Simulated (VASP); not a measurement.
Runs of VASP 6.6.1 on GaN. The structure is that of space group P6_3mc (No. 186), or close to it. The cells are those of the table. 

```csv
task,potentials or basis,cell,k mesh,cutoff (eV),smearing,gap on the mesh (eV),pressure (GPa),largest force (eV/Å)
single point,"VASP PAW PBE potentials, release 64 (Ga_d, N_h)","a = 3.180, b = 3.180, c = 5.166 Å, angles 90.0, 90.0, 120.0°, 4 atoms",6 × 6 × 4,910,gaussian 0.1 eV,2.37,2.0,0.14
relaxation of shape and atoms at fixed volume,"VASP PAW PBE potentials, release 64 (Ga_d, N)","relaxed from a = 3.246, b = 3.246, c = 5.285 Å, angles 90.0, 90.0, 120.0°, 4 atoms",12 × 12 × 6,660,gaussian 0.02 eV,1.94,-9.2,-
relaxation of shape and atoms at fixed volume,"VASP PAW PBE potentials, release 64 (Ga_d, N)","relaxed from a = 3.118, b = 3.118, c = 5.078 Å, angles 90.0, 90.0, 120.0°, 4 atoms",12 × 12 × 6,600,gaussian 0.02 eV,(a),15.3,-
single point,"VASP PAW PBE potentials, release 64 (Ga_d, N)","a = 3.183, b = 3.183, c = 5.184 Å, angles 90.0, 90.0, 120.0°, 4 atoms",12 × 12 × 6,520,gaussian 0.02 eV,(b),1.1,0.01
```

Alike in all rows: level r2SCAN; no spin polarisation.

Estimate the missing entries.

(a) 2.77; (b) 2.34.

Caveats: the PAW data sets were made with another functional, which shifts forces and pressure a little; the cutoff is under 1.25 times the usual one of these potentials, so pressure, stress and relaxed cells hold a basis-set (Pulay) error (at least some runs).

A k mesh can miss the band edges, and the runs leave out spin-orbit coupling on Ga.
